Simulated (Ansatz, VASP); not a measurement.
**GaF: VASP beside Ansatz**

```xyz
2
Lattice="0.0000 2.5597 2.5597 2.5597 0.0000 2.5597 2.5597 2.5597 0.0000" Properties=species:S:1:pos:R:3 pbc="T T T"
Ga    1.2798    1.2798    1.2798
F     0.0000    0.0000    0.0000
```

Change from the starting cell: volume scaled by 0.98.

Alike in both runs: task single point; functional PBE; k mesh 9 × 9 × 9; occupations fermi-dirac, width 0.05 eV; no spin polarisation.

|  | VASP | Ansatz |
| --- | --- | --- |
| version | VASP 6.6.1 | Ansatz 0.2.0 |
| potentials or method | VASP PAW PBE potentials, release 64 (Ga_d, F), cutoff 600 eV | all-electron LAPW, scalar-relativistic |

|  | VASP | Ansatz | Ansatz less VASP |
| --- | --- | --- | --- |
| gap on the k mesh at the Fermi level (eV) | 0.89 | 0.89 | +0.001 |
| least direct gap on the mesh (eV) | 0.89 | 0.89 | +0.001 |
| pressure (GPa) | 16.1 | 16.1 | +0.03 |

Ansatz ran all-electron here, and VASP with PAW potentials.
